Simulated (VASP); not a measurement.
Wanted: the native input for a VASP 6.6.1 run.

```yaml
Task: single point
Functional: LDA
Potentials_or_basis: VASP PAW LDA potentials, release 64 (Ti_sv, O)
Cutoff: 520 eV
k_mesh: 6 × 6 × 9
Occupations: fermi-dirac, width 0.05 eV
Spin: no spin polarisation
Dipole_correction: no
Further_INCAR_settings: ALGO = Normal; EDIFF = 1e-07; NBANDS = 33
```

The structure of TiO2 lies in POSCAR:

```
TiO2
1.0
    4.5998373239      0.0000000000      0.0000000000
    0.0000000000      4.5998373239      0.0000000000
    0.0000000000      0.0000000000      2.9592135600
Ti O
2 4
Direct
    0.0000000000      0.0000000000      0.5000000000
    0.5000000000      0.5000000000      0.0000000000
    0.3043213200      0.3043213200      0.5000000000
    0.1956786800      0.8043213200      0.0000000000
    0.8043213200      0.1956786800      0.0000000000
    0.6956786800      0.6956786800      0.5000000000
```

The input as run:

INCAR

```
PREC = Accurate ; ENCUT = 520
EDIFF = 1E-7 ; ISMEAR = -1
SIGMA = 0.05 ; LREAL = False
LASPH = True ; NELM = 100
ALGO = Normal ; ISIF = 2
LWAVE = False ; LCHARG = False
NBANDS = 33
```

KPOINTS

```
Automatic mesh
0
Gamma
  6 6 9
```

Potentials or basis: VASP PAW LDA potentials, release 64 (Ti_sv, O).

Launch:

```sh
$ cat potpaw_LDA.64/Ti_sv/POTCAR potpaw_LDA.64/O/POTCAR > POTCAR
$ mpirun -np 1 vasp_std > vasp.out
```

It gave:

```json
{"Pressure": "-7.8 GPa", "Largest force": "0.097 eV/Å", "Band gap on the k mesh": "1.75 eV, direct"}
```

It took 93 s on 1 thread of Intel(R) Xeon(R) Platinum 8488C (Sapphire Rapids), with other jobs on the host, peak memory 0.2 GiB.
